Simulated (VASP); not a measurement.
Input of a VASP 6.6.1 run:

The input INCAR:

```
SYSTEM = Ge
ALGO = Normal
EDIFF = 1E-7
ENCUT = 520
GGA = CA
ISIF = 2
ISMEAR = 0
LASPH = .TRUE.
LCHARG = .FALSE.
LREAL = .FALSE.
LWAVE = .FALSE.
NBANDS = 21
NELM = 60
PREC = Accurate
SIGMA = 0.15
```

KPOINTS

```
k-points
0
G
  16 16 16
  0 0 0
```

File POSCAR:

```
Ge
1.0
    0.0000000000      3.1381924690      2.6159972422
    3.1381924690      0.0000000000      2.6159972422
    3.1381924690      3.1381924690      0.0000000000
Ge
2
Direct
    0.5000000000      0.5000000000      0.5000000000
    0.7500000000      0.7500000000      0.7500000000
```

Potentials or basis: VASP PAW LDA potentials, release 64 (Ge_d).

Run with:

```console
$ cat potpaw_LDA.64/Ge_d/POTCAR > POTCAR
$ mpirun -np 1 vasp_std > vasp.out
```

(1) Predict the pressure.

(2) Predict the band gap on the k mesh.

Results:

(1) -7.4 GPa.

(2) zero (bands 14 and 15 overlap by 0.86 eV).

Caveat: the cell stands under tension.
